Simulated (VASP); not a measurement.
Runs of VASP 6.6.1 on Nb. The structure is that of space group Im-3m (No. 229), or close to it. The cells are those of the table. 

```tsv
level	spin	cell	k mesh	smearing	gap on the mesh (eV)	pressure (GPa)
PBE+D4	off	a = 2.873 Å, angles 109.5°, 1 atom	10 × 10 × 10	fermi-dirac 0.042 eV	none	-4.0
PBE	off	a = 2.873 Å, angles 109.5°, 1 atom	3 × 3 × 3	gaussian 0.1 eV	none	-2.5
PBE	off	a = 2.873 Å, angles 109.5°, 1 atom	4 × 4 × 4	gaussian 0.1 eV	none	(b)
PBE	collinear, ferromagnetic start	a = 2.873 Å, angles 109.5°, 1 atom	4 × 4 × 4, shifted	gaussian 0.1 eV	none	-4.0
PBE	off	a = 3.152 Å, angles 109.5°, 1 atom	6 × 6 × 6	gaussian 0.1 eV	none	-27.7
PBE	off	a = 2.883 Å, angles 109.5°, 1 atom	4 × 4 × 4, shifted	gaussian 0.1 eV	none	-2.8
PBE	off	a = 2.873 Å, angles 109.5°, 1 atom	10 × 10 × 10	fermi-dirac 0.1 eV	none	(a)
```

Alike in all rows: task single point; potentials or basis VASP PAW PBE potentials, release 64 (Nb_sv); cutoff (eV) 500.

Task: Fill in the values left out.

Result: (a) -1.0; (b) 2.1.

Caveats: some runs use coarse meshes; pairwise dispersion overbinds metals, which lowers pressure and volume (some runs).

A k mesh can miss the band edges, and the runs leave out spin-orbit coupling on Nb.

A gap of «none» marks levels without a gap at the run's occupations.
